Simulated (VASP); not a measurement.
CaO: single point with PBE

Crystal: CaO.

```
Ca O
1.0
     0.00000    2.44900    2.44900
     2.44900    0.00000    2.44900
     2.44900    2.44900    0.00000
Ca O
1 1
Direct
  0.97958 0.97958 0.02042
  0.50000 0.50000 0.50000
```

This cell differs from its parent crystal: all Ca atoms moved -0.100 Å, as atom 1 along Cartesian [0 0 1].

```yaml
Program: VASP 6.6.1
Task: single point
Functional: PBE
Potentials_or_basis: VASP PAW PBE potentials, release 64 (Ca_sv, O)
Cutoff: 520 eV
k_mesh: 8 × 8 × 8
Occupations: gaussian, width 0.05 eV
Spin: no spin polarisation
```

```
Pressure               : -3.2 GPa
Largest force          : 0.244 eV/Å
Band gap on the k mesh : 3.68 eV, indirect (least direct gap 4.04 eV)
```

Forces in eV/Å, atoms in the order of the input:
```
Ca   0.000  0.000  0.244
O    0.000  0.000 -0.244
```

Stress tensor (GPa, compression positive):
```
-3.59  0.00  0.00
 0.00 -3.59  0.00
 0.00  0.00 -2.38
```

Levels at points of the mesh, in eV from the valence-band top:
```
           k point  band 4  band 5  band 6  band 7  band 8  band 9  band 10  band 11  band 12  band 13
(0.00, 0.00, 0.00)  -18.64  -15.39    0.00    0.00    0.00    4.29     6.12     6.16     6.16     7.53
(0.50, 0.00, 0.00)  -18.68  -14.42   -2.48   -1.07   -1.06    6.81     7.89     8.09     8.26     9.95
(0.50, 0.50, 0.00)  -18.82  -15.14   -1.27   -0.36   -0.36    3.68     7.63     8.61     9.19     9.19
(0.00, 0.50, 0.50)  -18.82  -15.15   -1.29   -0.41   -0.36    3.75     7.64     8.63     9.19     9.19
```

Wall time 16 s on 1 thread of Intel(R) Xeon(R) Platinum 8488C (Sapphire Rapids), on a shared host, peak memory 0.17 GiB.

Caveat: the cell differs from its parent crystal (all Ca atoms moved -0.100 Å, as atom 1 along Cartesian [0 0 1]). A k mesh can miss the band edges.
